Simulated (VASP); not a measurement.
A run of VASP 6.6.1 is set up as follows.

The input INCAR:

```
SYSTEM = CoO
PREC = Accurate
ENCUT = 520
EDIFF = 1E-6
ISMEAR = 0
SIGMA = 0.05
LREAL = .FALSE.
LASPH = .TRUE.
NELM = 150
ALGO = Normal
ISIF = 2
LWAVE = .FALSE.
LCHARG = .FALSE.
ISPIN = 2
MAGMOM = 2.77 0
LORBIT = 11
LMAXMIX = 4
GGA = PE
NBANDS = 18
```

The input KPOINTS:

```
Automatic mesh
0
G
  14 14 14
  0 0 0
```

File POSCAR:

```
CoO
1.0
    0.0000000000      2.1235103468      2.1235103468
    2.1235103468      0.0000000000      2.1235103468
    2.1235103468      2.1235103468      0.0000000000
Co O
1 1
Direct
    0.0000000000      0.0000000000      0.0000000000
    0.5000000000      0.5000000000      0.5000000000
```

Potentials or basis: VASP PAW PBE potentials, release 64 (Co, O).

Run with:

```sh
$ cat potpaw_PBE.64/Co/POTCAR potpaw_PBE.64/O/POTCAR > POTCAR
$ mpirun -np 1 vasp_std > vasp.out
```

(1) Estimate the pressure.

(2) What does it give for the site moments?

(3) Predict the net moment.

Results:

(1) -0.3 GPa.

(2) Co +2.56; O +0.30 μB.

(3) 2.92 μB per cell.

Caveat: a cell with one magnetic atom can't hold antiferromagnetic order, which such compounds often take.
